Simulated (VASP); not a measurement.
Write the native input for VASP 6.6.1 that does the following.

```yaml
Task: single point
Functional: PBE
Dispersion: D3(BJ)
Potentials_or_basis: VASP PAW PBE potentials, release 64 (C, H)
Cutoff: 520 eV
k_mesh: 12 × 12 × 1
Occupations: gaussian, width 0.1 eV
Spin: no spin polarisation
Dipole_correction: yes
Further_INCAR_settings: ALGO = Fast; EDIFF = 1e-06; NBANDS = 30
```

The structure of HC9 lies in POSCAR:

```
HC9
1.0
    2.4655379958      0.0000000000      0.0000000000
   -1.2327689979      2.1341461202      0.0000000000
    0.0000000000      0.0000000000     30.2985170553
C H
9 1
Direct
    0.0833101794      0.1666203587      0.2805417831
    0.4166898207      0.8333796413      0.2805417831
    0.5833101794      0.1666203587      0.3927430896
    0.9166898206      0.8333796413      0.3927430896
   -0.0861440642     -0.1722881284      0.5042991791
    0.2472613814      0.4945227627      0.5042823675
    0.5798603768      0.1597207537      0.6163970461
    0.9133506226      0.8267012452      0.6163685342
    0.7158222069      0.4316444138      0.7214601103
    0.7151018156      0.4302036311      0.7585317974
```

The input as run:

INCAR

```
SYSTEM = HC9
PREC     = Accurate       ! precision mode
ENCUT    = 520            ! plane-wave cutoff, eV
EDIFF    = 1E-6           ! SCF threshold, eV
ISMEAR   = 0              ! smearing method
SIGMA    = 0.1            ! smearing width, eV
LREAL    = .False.        ! projectors in reciprocal space
LASPH    = .True.         ! aspherical terms in the spheres
NELM     = 100            ! most SCF steps
ALGO     = Fast           ! electronic algorithm
ISIF     = 2              ! what is computed and relaxed
LWAVE    = .False.        ! write WAVECAR
LCHARG   = .False.        ! write CHGCAR
LDIPOL   = .True.       
IDIPOL   = 3            
DIPOL    = 0.5 0.5 0.507
GGA      = PE             ! functional
IVDW     = 12             ! dispersion correction
NBANDS   = 30             ! bands
```

KPOINTS

```
regular mesh
0
Gamma
  12 12 1
  0 0 0
```

Potentials or basis: VASP PAW PBE potentials, release 64 (C, H).

Command:

```bash
$ cat potpaw_PBE.64/C/POTCAR potpaw_PBE.64/H/POTCAR > POTCAR
$ mpirun -np 1 vasp_std > vasp.out
```

Results of the run:

```json
{
 "Largest force": "0.017 eV/Å",
 "Band gap on the k mesh": "zero (an odd number of electrons rules out a gap without spin polarisation)",
 "Dispersion energy per atom": "-0.133 eV"
}
```

Caveat: an odd number of electrons without spin polarisation forces a metal; a magnetic or distorted state may lie lower.

Wall time 9.7 min on 1 thread of Oxide Virtual Turin-like Processor (shared host), peak memory 0.32 GiB.
